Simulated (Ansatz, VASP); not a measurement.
# One calculation of HfN, two programs

INCAR

```
  ALGO = Normal
  EDIFF = 1E-6
  ENCUT = 600
  GGA = PE
  GGA_COMPAT = False
  ISIF = 2
  ISMEAR = -1
  LASPH = True
  LCHARG = False
  LREAL = False
  LWAVE = False
  NBANDS = 14
  NELM = 120
  PREC = Accurate
  SIGMA = 0.01
```

Contents of KPOINTS:

```
k-points
0
Gamma
  10 10 10
```

The input POSCAR:

```
HfN
1.0
   -0.0338850000      2.2590000000      2.2590000000
    2.2590000000     -0.0338850000      2.2590000000
    2.2251150000      2.2251150000      0.0000000000
Hf N
1 1
Direct
    0.0000000000      0.0000000000      0.0000000000
    0.5000000000      0.5000000000      0.5000000000
```

Input for Ansatz:

```yaml
crystal:
  lattice:
    - [-0.033885, 2.259, 2.259]
    - [2.259, -0.033885, 2.259]
    - [2.225115, 2.225115, 0.0]
  atoms:
    - { symbol: Hf, position: [0.0, 0.0, 0.0] }
    - { symbol: "N", position: [0.5, 0.5, 0.5] }
kpoints:
  mp_grid: { grid: [10, 10, 10] }
scf:
  occupations: { method: fermi_dirac, width: 0.01 }
hamiltonian:
  xc: pbe
  pseudopotentials: { kind: all_electron, lapw: { basis_error: 0.0005 } }
output:
  forces: true
  stress: true
  eigenvalues: true
```

Change from the starting cell: xy shear strain of -3 %.

Alike in both runs: task single point; functional PBE; k mesh 10 × 10 × 10; occupations fermi-dirac, width 0.01 eV; no spin polarisation.

|  | VASP | Ansatz |
| --- | --- | --- |
| version | VASP 6.6.1 | Ansatz 0.2.0 |
| potentials or method | VASP PAW PBE potentials, release 64 (Hf_pv, N), cutoff 600 eV | all-electron LAPW, scalar-relativistic |

VASP gave:

```
pressure (GPa)                                                : 3.0
traceless stress, the component that is largest in VASP (GPa) : 3.38
```

Q: Which values does Ansatz return?

A: Pressure (GPa): 5.6; traceless stress, the component that is largest in VASP (GPa): 3.25.

Ansatz ran all-electron here, and VASP with PAW potentials.

Neither program's run includes spin-orbit coupling.
